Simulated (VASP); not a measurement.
Here is a VASP 6.6.1 calculation.

Contents of INCAR:

```
SYSTEM = Ti3N3O
  PREC = Accurate
  ENCUT = 520
  EDIFF = 1E-6
  ISMEAR = 0
  SIGMA = 0.1
  LREAL = .False.
  LASPH = .True.
  NELM = 150
  ALGO = Normal
  ISIF = 2
  LWAVE = .False.
  LCHARG = .False.
  ISPIN = 2
  MAGMOM = 0 0 0 0 0 0 2
  LORBIT = 11
  LMAXMIX = 4
  LDIPOL = .True.
  IDIPOL = 3
  DIPOL = 0.5 0.5 0.340
  GGA = PE
  NBANDS = 42
```

File KPOINTS:

```
Automatic mesh
0
Gamma
  9 9 1
  0 0 0
```

POSCAR

```
Ti3N3O
1.0
    3.0028555065      0.0000000000      0.0000000000
   -1.5014277533      2.6005491526      0.0000000000
    0.0000000000      0.0000000000     23.0541471875
N Ti O
3 3 1
Direct
    0.3333333333      0.6666666667      0.1735045746
    0.0000000000      0.0000000000      0.2798551255
    0.6666666667      0.3333333333      0.3877458571
    0.6666666667      0.3333333333      0.2266798501
    0.3333333333      0.6666666667      0.3342486897
    0.0000000000      0.0000000000      0.4361101326
    0.5000000000      0.0000000000      0.5406466388
```

Potentials or basis: VASP PAW PBE potentials, release 64 (N, Ti_sv, O).

Launch:

```console
$ cat potpaw_PBE.64/N/POTCAR potpaw_PBE.64/Ti_sv/POTCAR potpaw_PBE.64/O/POTCAR > POTCAR
$ mpirun -np 1 vasp_std > vasp.out
```

Question: What does it give for the net moment?

Answer: 1.09 μB per cell.

Question: What does it give for the site moments?

Answer: N -0.01, -0.00, +0.00; Ti +0.00, +0.03, -0.16; O +1.10 μB.

Question: What does it give for the largest force?

Answer: 5.516 eV/Å.

Forces in eV/Å, atoms in the order of the input:
```
N    0.000 -0.004  4.239
N    0.000  0.009  1.316
N    0.000  0.066  0.150
Ti   0.000  0.003 -5.516
Ti   0.000 -0.029 -0.150
Ti   0.000 -0.040  2.754
O    0.000 -0.006 -2.793
```
